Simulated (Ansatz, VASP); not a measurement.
# Tl in VASP and in Ansatz

INCAR

```
SYSTEM = Tl
ALGO = Normal
EDIFF = 1E-6
ENCUT = 500
GGA = PE
GGA_COMPAT = .FALSE.
ISIF = 2
ISMEAR = 0
LASPH = .TRUE.
LCHARG = .FALSE.
LREAL = .FALSE.
LWAVE = .FALSE.
NBANDS = 26
NELM = 120
PREC = Accurate
SIGMA = 0.1
```

KPOINTS

```
k-points
0
G
  12 12 12
  0 0 0
```

Contents of POSCAR:

```
Tl
1.0
    1.7810518452      1.0282907623      8.2404167867
   -1.7810518452      1.0282907623      8.2404167867
    0.0000000000     -2.0565815246      8.2404167867
Tl
3
Direct
    0.0000000000      0.0000000000      0.0000000000
    0.2245812526      0.2245812526      0.2245812526
    0.7790593400      0.7790593400      0.7790593400
```

Input for Ansatz:

```yaml
crystal:
  lattice:
    - [1.7810518452, 1.0282907623, 8.2404167867]
    - [-1.7810518452, 1.0282907623, 8.2404167867]
    - [0.0, -2.0565815246, 8.2404167867]
  atoms:
    - { symbol: Tl, position: [0.0, 0.0, 0.0] }
    - { symbol: Tl, position: [0.2245812526, 0.2245812526, 0.2245812526] }
    - { symbol: Tl, position: [0.77905934, 0.77905934, 0.77905934] }
basis:
  ecutwfc: 420
kpoints:
  mp_grid: { grid: [12, 12, 12] }
hamiltonian:
  xc: pbe
scf:
  occupations: { method: gaussian, width: 0.1 }
output:
  forces: true
  stress: true
  eigenvalues: true
  populations: true
```

Change from the starting cell: one atom moved.

Alike in both runs: task single point; functional PBE; k mesh 12 × 12 × 12; occupations gaussian, width 0.1 eV; no spin polarisation.

```csv
,VASP,Ansatz
version,VASP 6.6.1,Ansatz 0.2.0
potentials or method,"VASP PAW PBE potentials, release 64 (Tl_d), cutoff 500 eV","scalar-relativistic, plane waves, PAW"
valence electrons in the cell,39,39
```

|  | VASP | Ansatz | Ansatz less VASP |
| --- | --- | --- | --- |
| gap on the k mesh at the Fermi level (eV) | none | none | - |
| pressure (GPa) | 1.1 | 1.2 | +0.05 |
| traceless stress, the component that is largest in VASP (GPa) | 0.30 | 0.31 | +0.005 |
| rms of the force components (eV/Å) | 0.085 | 0.085 | -0.0002 |

Atom by atom the forces differ by 0.000 eV/Å (rms over components). A gap of «none» marks a metal or a gap that the smearing closes. With one functional, cell and mesh, what is left measures potentials, basis and numerics.

Neither program's run includes spin-orbit coupling.
